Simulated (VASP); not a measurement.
SiGe, 4 atoms in the cell. Symmetry: P6_3mc, No. 186, hexagonal system. Conventional cell: a = 3.901 Å, b = 3.901 Å, c = 6.443 Å, α = 90.00°, β = 90.00°, γ = 120.00°. Si (site symmetry 3m) has 4 Ge at 2.11 to 2.51 Å within 2.8 Å. Ge (site symmetry 3m) has 4 Si at 2.11 to 2.51 Å within 2.8 Å.  This cell differs from its parent crystal: all Ge atoms moved +0.300 Å, as atom 3 along Cartesian [0 0 1].

```yaml
Program: VASP 6.6.1
Task: single point
Functional: PBEsol
Potentials_or_basis: VASP PAW PBE potentials, release 64 (Si, Ge_d)
Cutoff: 520 eV
k_mesh: 12 × 12 × 6
Occupations: gaussian, width 0.03 eV
Spin: no spin polarisation
Dipole_correction: no
Further_INCAR_settings: ALGO = Normal; EDIFF = 1e-06; NBANDS = 26
```

Potentials or basis: VASP PAW PBE potentials, release 64 (Si, Ge_d).

Command:

```console
$ cat potpaw_PBE.64/Si/POTCAR potpaw_PBE.64/Ge_d/POTCAR > POTCAR
$ mpirun -np 1 vasp_std > vasp.out
```

Hardware: 1 thread of Intel(R) Xeon(R) Platinum 8259CL CPU @ 2.50GHz (Skylake/Cascade Lake), on a shared host.

Problem. How long does it take, and how much memory?

Solution. It took 110 s on 1 thread of Intel(R) Xeon(R) Platinum 8259CL CPU @ 2.50GHz (Skylake/Cascade Lake), with other jobs on the host, peak memory 0.28 GiB. Counts: scf iterations 12, k points 76.
